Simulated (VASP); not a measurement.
# CsI in VASP: further runs, part 3 of 3

VASP 6.6.1. The steps go on from the part before.

**6. Single point, LDA (equal xy, yz and zx engineering shears of -0.5 %)**

File INCAR:

```
SYSTEM = CsI
PREC     = Accurate       ! precision mode
ENCUT    = 500            ! plane-wave cutoff, eV
EDIFF    = 1E-6           ! SCF threshold, eV
ISMEAR   = 0              ! smearing method
SIGMA    = 0.01           ! smearing width, eV
LREAL    = .False.        ! projectors in reciprocal space
LASPH    = .True.         ! aspherical terms in the spheres
NELM     = 120            ! most SCF steps
ALGO     = Normal         ! electronic algorithm
ISIF     = 2              ! what is computed and relaxed
LWAVE    = .False.        ! write WAVECAR
LCHARG   = .True.         ! write CHGCAR
LELF     = .True.         ! ELF
LVHAR    = .True.       
NBANDS   = 15             ! bands
GGA_COMPAT= .False.
```

File KPOINTS:

```
regular mesh
0
Gamma
  6 6 6
  0 0 0
```

File POSCAR:

```
CsI
1.0
    4.4017060310     -0.0110042651     -0.0110042651
   -0.0110042651      4.4017060310     -0.0110042651
   -0.0110042651     -0.0110042651      4.4017060310
Cs I
1 1
Direct
    0.0000000000      0.0000000000      0.0000000000
    0.5000000000      0.5000000000      0.5000000000
```

Potentials or basis: VASP PAW LDA potentials, release 64 (Cs_sv, I).

On the command line:

```console
$ cat potpaw_LDA.64/Cs_sv/POTCAR potpaw_LDA.64/I/POTCAR > POTCAR
$ mpirun -np 1 vasp_std > vasp.out
```

OUTCAR:

```text
SYSTEM = CsI
   PREC = Accurate
   ENCUT = 500
   EDIFF = 1E-6
   ISMEAR = 0
   LREAL = .False.
   LASPH = .True.
   NELM = 120
   ISIF = 2

 ion  position               nearest neighbor table
   1  0.000  0.000  0.000-
   2  0.500  0.500  0.500-

  LATTYP: Found a trigonal (rhomboedric) cell.
 ALAT       =     4.4017335416
 COS(alpha) =    -0.0049936876

  Lattice vectors:

 A1 = (   4.4017060310,  -0.0110042651,  -0.0110042651)
 A2 = (  -0.0110042651,   4.4017060310,  -0.0110042651)
 A3 = (  -0.0110042651,  -0.0110042651,   4.4017060310)

Analysis of symmetry for initial positions (statically):
=====================================================================
 Subroutine PRICEL returns:
 Original cell was already a primitive cell.

 Routine SETGRP: Setting up the symmetry group for a
 trigonal (rhombohedral) supercell.

 Subroutine GETGRP returns: Found 12 space group operations
 (whereof 12 operations were pure point group operations)
 out of a pool of 12 trial point group operations.

The static configuration has the point symmetry D_3d.

Analysis of symmetry for dynamics (positions and initial velocities):
=====================================================================
 Subroutine PRICEL returns:
 Original cell was already a primitive cell.

 Routine SETGRP: Setting up the symmetry group for a
 trigonal (rhombohedral) supercell.

 Subroutine GETGRP returns: Found 12 space group operations
 (whereof 12 operations were pure point group operations)
 out of a pool of 12 trial point group operations.

The dynamic configuration has the point symmetry D_3d.

 Subroutine INISYM returns: Found 12 space group operations
 (whereof 12 operations are pure point group operations),
 and found     1 'primitive' translations

----------------------------------------------------------------------------------------

                                     Primitive cell

  volume of cell :      85.2815

  direct lattice vectors                    reciprocal lattice vectors
     4.401706031 -0.011004265 -0.011004265     0.227187487  0.000569392  0.000569392
    -0.011004265  4.401706031 -0.011004265     0.000569392  0.227187487  0.000569392
    -0.011004265 -0.011004265  4.401706031     0.000569392  0.000569392  0.227187487

  length of vectors
     4.401733542  4.401733542  4.401733542     0.227188914  0.227188914  0.227188914

  position of ions in fractional coordinates (direct lattice)
     0.000000000  0.000000000  0.000000000
     0.500000000  0.500000000  0.500000000

  ion indices of the primitive-cell ions
   primitive index   ion index
                 1           1
                 2           2

----------------------------------------------------------------------------------------

 KPOINTS: regular mesh

Automatic generation of k-mesh.
 Grid dimensions read from file:
 generate k-points for:    6    6    6

 Generating k-lattice:

  Cartesian coordinates                     Fractional coordinates (reciprocal lattice)
     0.037864581  0.000094899  0.000094899     0.166666667  0.000000000  0.000000000
     0.000094899  0.037864581  0.000094899     0.000000000  0.166666667  0.000000000
[... 39 lines left out ...]
 [... further k-points ...]
   k-points           NKPTS =     32   k-points in BZ     NKDIM =     32   number of bands    NBANDS=     15
   number of dos      NEDOS =    301   number of ions     NIONS =      2
   total plane-waves  NPLWV =  32768
   dimension x,y,z NGX =    32 NGY =   32 NGZ =   32
   dimension x,y,z NGXF=    64 NGYF=   64 NGZF=   64
   ions per type =               1   1
   NGX,Y,Z   is equivalent  to a cutoff of  12.09, 12.09, 12.09 a.u.
   NGXF,Y,Z  is equivalent  to a cutoff of  24.17, 24.17, 24.17 a.u.
 SYSTEM =  CsI
   PREC   = accura    normal or accurate (medium, high low for compatibility)
   ISTART =      0    job   : 0-new  1-cont  2-samecut
   ICHARG =      2    charge: 1-file 2-atom 10-const
   ISPIN  =      1    spin polarized calculation?
   LNONCOLLINEAR =      F non collinear calculations
   LSORBIT =      F    spin-orbit coupling
   LASPH  =      T    aspherical Exc in radial PAW
   ENCUT  =  500.0 eV  36.75 Ry    6.06 a.u.   8.03  8.03  8.03*2*pi/ulx,y,z
   NELM   =    120;   NELMIN=  2; NELMDL= -5     # of ELM steps
   EDIFF  = 0.1E-05   stopping-criterion for ELM
   LREAL  =      F    real-space projection
   EDIFFG = 0.1E-04   stopping-criterion for IOM
   NSW    =      0    number of steps for IOM
   IBRION =     -1    ionic relax: 0-MD 1-quasi-New 2-CG
   NFREE  =      0    steps in history (QN), initial steepest desc. (CG)
   ISIF   =      2    stress and relaxation
   ISYM   =      2    0-nonsym 1-usesym 2-fastsym
   POTIM  = 0.5000    time-step for ionic-motion
   TEBEG  =    0.0;   TEEND  =   0.0 temperature during run
   PSTRESS=    0.0 pullay stress
   NELECT =      16.0000    total number of electrons
   NUPDOWN=      -1.0000    fix difference up-down
   EMIN   =  10.00;   EMAX   =-10.00  energy-range for DOS
   EFERMI =   0.00;   METHOD = LEGACY
   ISMEAR =     0;   SIGMA  =   0.01  broadening in eV -4-tet -1-fermi 0-gaus
   EFERMI_NEDOS =   21; number of points for ismear=-14 and -15
   IALGO  =     38    algorithm
   IMIX   =      4    mixing-type and parameters
     AMIX     =   0.40;   BMIX     =  1.00
     AMIX_MAG =   1.60;   BMIX_MAG =  1.00
  volume/ion in A,a.u.               =      42.64       287.75
  Fermi-wavevector in a.u.,A,eV,Ry     =   0.937195  1.771041 11.950459  0.878334
  Thomas-Fermi vector in A             =   2.064281
   LORBIT       =      0    0 simple, 1 ext, 2 COOP (PROOUT), +10 PAW based schemes
   GGA     = CA    functional components
   LHFCALC =     F    Hartree Fock is set to
   AEXX    =    0.0000 exact exchange contribution
   IVDW    =     0    specifies the selected vdW correction
   LEPSILON=     F    determine dielectric tensor
   LRPA    =     F    only Hartree local field effects (RPA)
 non-spin polarized calculation
 Gauss-broadening in eV      SIGMA  =   0.01
  energy-cutoff  :      500.00
  volume of cell :       85.28
 maximum number of plane-waves:      2187
   NGX = 17   NGY = 17   NGZ = 17

 number of electron      15.9999994 magnetization

 Free energy of the ion-electron system (eV)
  ---------------------------------------------------
  ext. energy  EPLUGINS =         0.00000000
  ---------------------------------------------------
  free energy    TOTEN  =        -6.18688386 eV

  energy without entropy =       -6.18688386  energy(sigma->0) =       -6.18688386

 E-fermi :   1.4560     XC(G=0):  -8.5348

 val. band max:        1.3780939641   @ k =   0.5000   0.5000  -0.0000
 cond. band min:       5.1482313252   @ k =   0.0000   0.0000   0.0000
 fundamental gap:      3.7701373612
 Fermi energy:         1.4559846907

 k-point     1 :       0.0000    0.0000    0.0000
  band No.  band energies     occupation
      1     -18.8553      2.00000
      2      -9.5254      2.00000
      3      -5.5423      2.00000
      4      -5.5337      2.00000
      5      -5.5337      2.00000
      6       1.3147      2.00000
      7       1.3147      2.00000
      8       1.3194      2.00000
      9       5.1482      0.00000
     10       5.1482      0.00000
     11       5.3227      0.00000
     12       9.2531      0.00000
     13       9.3032      0.00000
     14       9.3032      0.00000
[... 401 lines left out ...]
      2      -9.3366      2.00000
      3      -5.9621      2.00000
      4      -5.8983      2.00000
      5      -5.5335      2.00000
      6       0.1271      2.00000
      7       0.3451      2.00000
      8       0.9379      2.00000
      9       6.2132      0.00000
     10       6.9478      0.00000
     11       7.5805      0.00000
     12       8.1829      0.00000
     13       9.6089      0.00000
     14      10.5320      0.00000
     15      11.3484      0.00000

 [... further k-points ...]

------------------------ aborting loop because EDIFF is reached ----------------------------------------

  FORCE on cell =-STRESS in cart. coord.  units (eV):
  Direction    XX          YY          ZZ          XY          YZ          ZX
  --------------------------------------------------------------------------------------
  -------------------------------------------------------------------------------------
  Total        0.0403698      0.0403698      0.0403698      0.0297041      0.0297041      0.0297041
  in kB        0.7584245      0.7584245      0.7584245      0.5580489      0.5580489      0.5580489
  external PRESSURE =       0.7584245 kB  Pullay stress =       0.0000000 kB

 VOLUME and BASIS-vectors are now :
 -----------------------------------------------------------------------------
  energy-cutoff  :      500.00
  volume of cell :       85.28
      direct lattice vectors                 reciprocal lattice vectors
     4.401706031 -0.011004265 -0.011004265     0.227187487  0.000569392  0.000569392
    -0.011004265  4.401706031 -0.011004265     0.000569392  0.227187487  0.000569392
    -0.011004265 -0.011004265  4.401706031     0.000569392  0.000569392  0.227187487

 POSITION                                       TOTAL-FORCE (eV/Angst)
 -----------------------------------------------------------------------------------
      0.00000      0.00000      0.00000         0.000000      0.000000      0.000000
      2.18985      2.18985      2.18985        -0.000000     -0.000000      0.000000
 -----------------------------------------------------------------------------------
    total drift:                                0.000000      0.000000     -0.000000

  FREE ENERGIE OF THE ION-ELECTRON SYSTEM (eV)
  ---------------------------------------------------
  free  energy   TOTEN  =        -6.1868838634 eV

  energy  without entropy=       -6.1868838634  energy(sigma->0) =       -6.18688386
```

It took 25 s on 1 thread of Intel Xeon 8259CL, shared host; peak memory 0.17 GiB.

What came out:

| Property | Result |
| --- | --- |
| Free energy | -6.1869 eV |
| Pressure | 0.1 GPa |
| Band gap on the k mesh | 3.77 eV (least direct gap 3.83 eV) |

Caveat: the cell differs from its parent crystal (equal xy, yz and zx engineering shears of -0.5 %); spin-orbit coupling is left out, which moves the levels of the heavy elements.

**7. Overview**

| cell | gap on the mesh (eV) | pressure (GPa) |
| --- | --- | --- |
| a = 4.380 Å, 2 atoms | 3.74 | 0.3 |
| a = 4.402 Å, 2 atoms | 3.77 | 0.1 |
| a = 4.424 Å, 2 atoms | 3.80 | -0.2 |
| a = 4.402 Å, angles 90.3°, 2 atoms | 3.77 | 0.1 |

Alike in all rows: task single point; level LDA; potentials or basis VASP PAW LDA potentials, release 64 (Cs_sv, I); no spin polarisation; k mesh 6 × 6 × 6; cutoff (eV) 500; smearing gaussian 0.01 eV.

Caveats: spin-orbit coupling is left out, which moves the levels of the heavy elements.

Absolute energies hang on the potentials; compare differences alone.
